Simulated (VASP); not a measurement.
# Si16HO32 (a cell with a defect) in VASP: notebook, part 2 of 2

VASP 6.6.1.

## (3) Single point, PBEsol, collinear spin, ferromagnetic start

File INCAR:

```
ALGO = Normal
EDIFF = 1E-6
ENCUT = 520
GGA = PS
GGA_COMPAT = False
ISIF = 2
ISMEAR = -1
ISPIN = 2
LASPH = True
LCHARG = False
LORBIT = 11
LREAL = Auto
LWAVE = False
MAGMOM = 0 0 0 0 0 0 0 0 0 0 0 0 0 0 0 0 0 0 0 0 0 0 0 0 0 0 0 0 0 0 0 0 0 0 0 0 0 0 0 0 0 0 0 0 0 0 0 0 1
NBANDS = 162
NELM = 200
PREC = Accurate
SIGMA = 0.05
```

File KPOINTS:

```
k-points
0
Gamma
  1 1 1
```

File POSCAR:

```
Si16HO32
1.0
  -10.0780000000      0.0000000000      0.0000000000
    0.0000000000     -8.7640000000      0.0000000000
    0.0000000000      0.0000000000      8.2350000000
Si O H
16 32 1
Direct
    0.4834689423      0.3956526700      0.5904918033
    0.5549414566      0.6448083067      0.0918882817
    0.5302937091      0.3227749886      0.9383606557
    0.4967652312      0.7067549064      0.4584335155
    0.2511807898      0.8729917846      0.5730176078
    0.2631970629      0.1309333638      0.0619064967
    0.3057848780      0.8124258330      0.9493260474
    0.2473506648      0.1989274304      0.4503096539
    0.9976781107      0.3636010954      0.5856709168
    0.0565588410      0.6376312186      0.0748026715
    0.0235463386      0.2988361479      0.9506618094
    1.0096150030      0.6934618895      0.4476867031
    0.7665806708      0.8702076677      0.5979356406
    0.7653304227      0.1392172524      0.0932240437
    0.8061718595      0.7993039708      0.9878324226
    0.7238936297      0.1975239617      0.4724104432
    0.5144870014      0.7239616613      0.2612507590
    0.5133756698      0.4316522136      0.7881967213
    0.4262452868      0.5560588772      0.5281481481
    0.5522325858      0.4574509356      0.1001335762
    0.6390950585      0.3423094477      0.5248208865
    0.4639908712      0.7234710178      0.9539769277
    0.3811172852      0.2545527157      0.0030236794
    0.6364556460      0.7418530351      0.5747905282
    0.2303730899      0.1675376540      0.2633879781
    0.2621651121      0.8173322684      0.7661080753
    0.2023417345      0.0502966682      0.5547419551
    0.3234272673     -0.0286056595      0.0250030358
    0.4063901568      0.8517685988      0.5086460231
    0.1347886485      0.1657918759      0.9613843352
    0.2054971224      0.7310018257      0.0627322404
    0.3906032943      0.2448083067      0.5408743169
   -0.0099920619      0.6547923323      0.2537340619
   -0.0317622544      0.3421382930      0.7844444444
    1.0108751736      0.5447056139      0.5494474803
    0.0838956142      0.4551574623      0.0361020036
    0.1309287557      0.3084550434      0.5175591985
    0.9507938083      0.7049178457      0.9599878567
    0.8979658662      0.2568233683      0.0668002429
    0.1614209168      0.7589456869      0.4574499089
    0.6901865449      0.1830442720      0.2575227687
    0.7826552887      0.8390118667      0.7850394657
    0.7015479262      0.0426061159      0.5581177899
    0.8002579877     -0.0471930625      0.1028293868
    0.9123536416      0.8278868097      0.4896296296
    0.6517364556      0.1838772250      0.9628901032
    0.7142389363      0.6692948425      0.0440680024
    0.8740821592      0.2653468736      0.4792228294
    0.0477574916     -0.0635668644      0.1234244080
```

Potentials or basis: VASP PAW PBE potentials, release 64 (Si, O, H).

The run is started by

```bash
$ cat potpaw_PBE.64/Si/POTCAR potpaw_PBE.64/O/POTCAR potpaw_PBE.64/H/POTCAR > POTCAR
$ mpirun -np 1 vasp_gam > vasp.out
```

OUTCAR:

```text
EDIFF = 1E-6
   ENCUT = 520
   GGA = PS
   ISIF = 2
   ISMEAR = -1
   ISPIN = 2
   LASPH = True
   LORBIT = 11
   LREAL = Auto
   NELM = 200
   PREC = Accurate

 ion  position               nearest neighbor table
   1  0.483  0.396  0.590-  19 1.60  32 1.67  18 1.69  21 1.72   4 2.94   3 2.97  16 3.14
   2  0.555  0.645  0.092-  17 1.61  22 1.61  20 1.64  47 1.67  15 3.00   3 3.10   4 3.12   7 3.14

   3  0.530  0.323  0.938-  18 1.57  23 1.70  46 1.74  20 1.79   1 2.97   2 3.10  14 3.13
   4  0.497  0.707  0.458-  19 1.61  29 1.62  17 1.64  24 1.73   1 2.94   5 3.02   2 3.12
   5  0.251  0.873  0.573-  27 1.64  40 1.65  29 1.66  26 1.67   4 3.02   8 3.03  12 3.08
   6  0.263  0.131  0.062-  28 1.55  30 1.57  23 1.68  25 1.72   7 2.97  11 2.97
   7  0.306  0.812  0.949-  28 1.54  31 1.55  26 1.57  22 1.78   6 2.97  10 3.12   2 3.14
   8  0.247  0.199  0.450-  25 1.57  37 1.61  27 1.63  32 1.67   5 3.03   9 3.11
   9  0.998  0.364  0.586-  37 1.53  35 1.62  34 1.67  48 1.75  11 3.07   8 3.11  12 3.11
  10  0.057  0.638  0.075-  38 1.54  33 1.63  36 1.65  31 1.71  15 2.98   7 3.12  12 3.15
  11  0.024  0.299  0.951-  34 1.53  30 1.62  39 1.63  36 1.66   6 2.97   9 3.07
  12  0.010  0.693  0.448-  35 1.55  45 1.57  40 1.64  33 1.64   5 3.08   9 3.11  10 3.15
  13  0.767  0.870  0.598-  42 1.57  43 1.68  24 1.74  45 1.76  16 3.08
  14  0.765  0.139  0.093-  41 1.60  46 1.62  44 1.67  39 1.70  15 3.13   3 3.13
  15  0.806  0.799  0.988-  47 1.54  44 1.65  38 1.69  42 1.72  10 2.98   2 3.00  14 3.13
  16  0.724  0.198  0.472-  43 1.55  21 1.59  48 1.63  41 1.81  13 3.08   1 3.14
  17  0.514  0.724  0.261-   2 1.61   4 1.64
  18  0.513  0.432  0.788-   3 1.57   1 1.69
  19  0.426  0.556  0.528-   1 1.60   4 1.61
  20  0.552  0.457  0.100-   2 1.64   3 1.79
  21  0.639  0.342  0.525-  16 1.59   1 1.72
  22  0.464  0.723  0.954-   2 1.61   7 1.78
[... 24 lines left out ...]
  47  0.714  0.669  0.044-  15 1.54   2 1.67
  48  0.874  0.265  0.479-  16 1.63   9 1.75
  49  0.048  0.936  0.123-

  LATTYP: Found a simple orthorhombic cell.
 ALAT       =     8.2350000000
 B/A-ratio  =     1.0642380085
 C/A-ratio  =     1.2238008500

  Lattice vectors:

 A1 = (   0.0000000000,   0.0000000000,  -8.2350000000)
 A2 = (   0.0000000000,  -8.7640000000,   0.0000000000)
 A3 = ( -10.0780000000,   0.0000000000,   0.0000000000)

Analysis of symmetry for initial positions (statically):
=====================================================================
 Subroutine PRICEL returns:
 Original cell was already a primitive cell.

 Routine SETGRP: Setting up the symmetry group for a
 simple orthorhombic supercell.

 Subroutine GETGRP returns: Found  1 space group operations
 (whereof  1 operations were pure point group operations)
 out of a pool of  8 trial point group operations.

The static configuration has the point symmetry C_1 .

Analysis of symmetry for dynamics (positions and initial velocities):
=====================================================================
 Subroutine PRICEL returns:
 Original cell was already a primitive cell.

 Routine SETGRP: Setting up the symmetry group for a
 simple orthorhombic supercell.

 Subroutine GETGRP returns: Found  1 space group operations
 (whereof  1 operations were pure point group operations)
 out of a pool of  8 trial point group operations.

The dynamic configuration has the point symmetry C_1 .

[... 192 lines left out ...]
   PSTRESS=    0.0 pullay stress
   NELECT =     257.0000    total number of electrons
   NUPDOWN=      -1.0000    fix difference up-down
   EMIN   =  10.00;   EMAX   =-10.00  energy-range for DOS
   EFERMI =   0.00;   METHOD = LEGACY
   ISMEAR =    -1;   SIGMA  =   0.05  broadening in eV -4-tet -1-fermi 0-gaus
   EFERMI_NEDOS =   21; number of points for ismear=-14 and -15
   IALGO  =     38    algorithm
   IMIX   =      4    mixing-type and parameters
     AMIX     =   0.40;   BMIX     =  1.00
     AMIX_MAG =   1.60;   BMIX_MAG =  1.00
  volume/ion in A,a.u.               =      14.84       100.17
  Fermi-wavevector in a.u.,A,eV,Ry     =   1.157371  2.187113 18.225094  1.339507
  Thomas-Fermi vector in A             =   2.293983
   LORBIT       =     11    0 simple, 1 ext, 2 COOP (PROOUT), +10 PAW based schemes
   GGA     = PS    functional components
   LHFCALC =     F    Hartree Fock is set to
   AEXX    =    0.0000 exact exchange contribution
   IVDW    =     0    specifies the selected vdW correction
   LEPSILON=     F    determine dielectric tensor
   LRPA    =     F    only Hartree local field effects (RPA)
 spin polarized calculation
  energy-cutoff  :      520.00
  volume of cell :      727.34
 maximum number of plane-waves:      9818
 NGX is ok and might be reduce to    80
   NGX = 37   NGY = 33   NGZ = 31

 number of electron     256.9999998 magnetization       1.0000000

 Free energy of the ion-electron system (eV)
  ---------------------------------------------------
  ext. energy  EPLUGINS =         0.00000000
  ---------------------------------------------------
  free energy    TOTEN  =      -387.96129070 eV

  energy without entropy =     -387.96129070  energy(sigma->0) =     -387.96129070

 E-fermi :   1.6367     XC(G=0):  -8.3596

 val. band max:        0.4535374249   @ k =   0.0000   0.0000   0.0000
 cond. band min:       3.9423205265   @ k =   0.0000   0.0000   0.0000
 fundamental gap:      3.4887831016
 Fermi energy:         1.6367369261

 spin component 1

 k-point     1 :       0.0000    0.0000    0.0000
  band No.  band energies     occupation
      1     -19.7683      1.00000
      2     -19.5550      1.00000
      3     -19.4209      1.00000
      4     -19.1836      1.00000
      5     -19.1335      1.00000
      6     -19.0075      1.00000
[... 132 lines left out ...]
    139       7.8073      0.00000
    140       7.8841      0.00000
 Fermi energy:         1.6367369261

 spin component 2

 k-point     1 :       0.0000    0.0000    0.0000
  band No.  band energies     occupation
      1     -19.7614      1.00000
      2     -19.5512      1.00000
      3     -19.4184      1.00000
      4     -19.1762      1.00000
      5     -19.1266      1.00000
      6     -19.0051      1.00000
[... 132 lines left out ...]
    139       7.8151      0.00000
    140       7.8972      0.00000
 [bands above 140 left out]

------------------------ aborting loop because EDIFF is reached ----------------------------------------

  FORCE on cell =-STRESS in cart. coord.  units (eV):
  Direction    XX          YY          ZZ          XY          YZ          ZX
  --------------------------------------------------------------------------------------
  -------------------------------------------------------------------------------------
  Total      -20.2549150      0.0043790     -6.5176635     -3.7195680     12.1036748     -1.2913119
  in kB      -44.6170325      0.0096460    -14.3569502     -8.1933736     26.6616794     -2.8444703
  external PRESSURE =     -19.6547789 kB  Pullay stress =       0.0000000 kB

 VOLUME and BASIS-vectors are now :
 -----------------------------------------------------------------------------
  energy-cutoff  :      520.00
  volume of cell :      727.34
      direct lattice vectors                 reciprocal lattice vectors
   -10.078000000  0.000000000  0.000000000    -0.099226037  0.000000000  0.000000000
     0.000000000 -8.764000000  0.000000000     0.000000000 -0.114103149  0.000000000
     0.000000000  0.000000000  8.235000000     0.000000000  0.000000000  0.121432908

 POSITION                                       TOTAL-FORCE (eV/Angst)
 -----------------------------------------------------------------------------------
     -4.87240     -3.46750      4.86270        -2.323870      2.080660      0.012095
     -5.59270     -5.65110      0.75670        -0.645993      1.584698     -1.052183
     -5.34430     -2.82880      7.72740         0.357197      0.978521      6.809033
     -5.00640     -6.19400      3.77520        -2.356612     -2.972500      0.925518
     -2.53140     -7.65090      4.71880        -1.125755      0.767349     -0.172367
     -2.65250     -1.14750      0.50980        -2.683993     -3.641898      2.238482
[... 41 lines left out ...]
     -8.80900     -2.32550      3.94640        -2.362827     -1.049308      1.768997
     -0.48130     -8.20690      1.01640        -0.025020     -0.088397      0.108278
 -----------------------------------------------------------------------------------
    total drift:                                0.009566     -0.000284     -0.005976

  FREE ENERGIE OF THE ION-ELECTRON SYSTEM (eV)
  ---------------------------------------------------
  free  energy   TOTEN  =      -387.9612907003 eV

  energy  without entropy=     -387.9612907003  energy(sigma->0) =     -387.96129070

 total charge

# of ion       s       p       d       tot
------------------------------------------
    1        0.636   0.921   0.000   1.558
    2        0.652   0.988   0.000   1.639
    3        0.626   0.879   0.000   1.505
    4        0.644   0.959   0.000   1.604
    5        0.636   0.942   0.000   1.578
    6        0.643   0.990   0.000   1.634
[... 41 lines left out ...]
   48        1.537   3.609   0.000   5.146
   49        0.380   0.001   0.000   0.381
--------------------------------------------------
tot         60.166 132.430   0.000 192.596

 magnetization (x)

# of ion       s       p       d       tot
------------------------------------------
    1        0.000   0.000   0.000   0.000
    2        0.000  -0.000   0.000   0.000
    3        0.000   0.000   0.000   0.000
    4        0.000  -0.000   0.000   0.000
    5        0.000   0.000   0.000   0.000
    6       -0.000  -0.001   0.000  -0.001
[... 41 lines left out ...]
   48        0.000   0.000   0.000   0.000
   49        0.360   0.000   0.000   0.361
--------------------------------------------------
tot          0.370   0.083   0.000   0.453
```

Wall time 4.4 min (1 thread of Intel Xeon 6975P-C (Granite Rapids), shared host); peak memory 0.98 GiB.

What came out:

| Property | Result |
| --- | --- |
| Free energy | -387.9613 eV |
| Pressure | -2.0 GPa |
| Largest force | 6.888 eV/Å |
| Band gap on the k mesh | 3.49 eV |
| Net moment | 1.00 μB per cell |
| Site moments | Si +0.00, -0.00; O +0.00, +0.01, +0.02, -0.00; H +0.36 μB |
| Valence electrons inside the program's atomic spheres | Si 1.56, 1.64, 1.50, 1.60, 1.58, 1.63, 1.72, 1.70, 1.71, 1.51; O 5.21, 5.19, 5.23, 5.12, 5.18, 5.14, 5.09, 5.33, 5.20, 5.26, 5.22, 5.15, 5.25, 5.28, 5.30, 5.24, 5.16, 5.17; H 0.38 |

Forces in eV/Å, atoms in the order of the input:
```
Si  -2.324  2.081  0.012
Si  -0.646  1.585 -1.052
Si   0.357  0.979  6.809
Si  -2.357 -2.973  0.926
Si  -1.126  0.767 -0.172
Si  -2.684 -3.642  2.238
Si  -3.977  3.365 -1.145
Si   0.024  0.425  2.424
Si   4.298  0.367 -0.021
Si  -3.058  1.605  1.921
Si  -0.302 -0.989  4.758
Si  -1.934 -0.708 -2.913
Si   1.565  2.021 -1.427
Si  -1.048 -1.245  0.653
Si  -2.681 -1.325 -3.622
Si  -1.165 -2.748 -5.277
O   -0.240  0.578  1.510
O    0.490  0.738 -2.842
O   -0.033  0.934 -0.635
O    0.407  0.976 -1.868
O    3.373 -1.381  1.268
O    2.578 -1.229 -0.202
O   -0.729  0.418 -0.659
O   -0.320 -0.384 -2.409
O   -0.927  0.396 -2.881
O    1.100 -0.488 -2.413
O   -0.569  2.089  0.345
O   -1.038 -1.573  1.160
O    1.545 -0.509  0.008
O    1.538 -0.131 -1.193
O    3.501  2.818  1.463
O    0.217 -1.565 -0.469
O   -0.342  0.083  0.628
O    0.544 -0.427 -5.376
O    1.487  1.791  1.723
O   -0.276 -0.441 -0.202
O   -2.569  0.339 -0.966
O    2.404 -2.379 -1.665
O    1.356  2.130  0.065
O   -0.510 -0.906  1.225
O   -0.704  0.248  4.024
O   -0.858 -0.761  3.031
O   -0.749  3.404  1.277
O   -0.177 -0.223 -1.228
O    4.187 -2.100  2.205
O    2.173 -1.797 -2.183
O    2.583  0.925  1.267
O   -2.363 -1.049  1.769
H   -0.025 -0.088  0.108
```

Caveat: the k points lie up to 0.76 Å⁻¹ apart; the PAW data sets were made with another functional, which shifts forces and pressure a little.
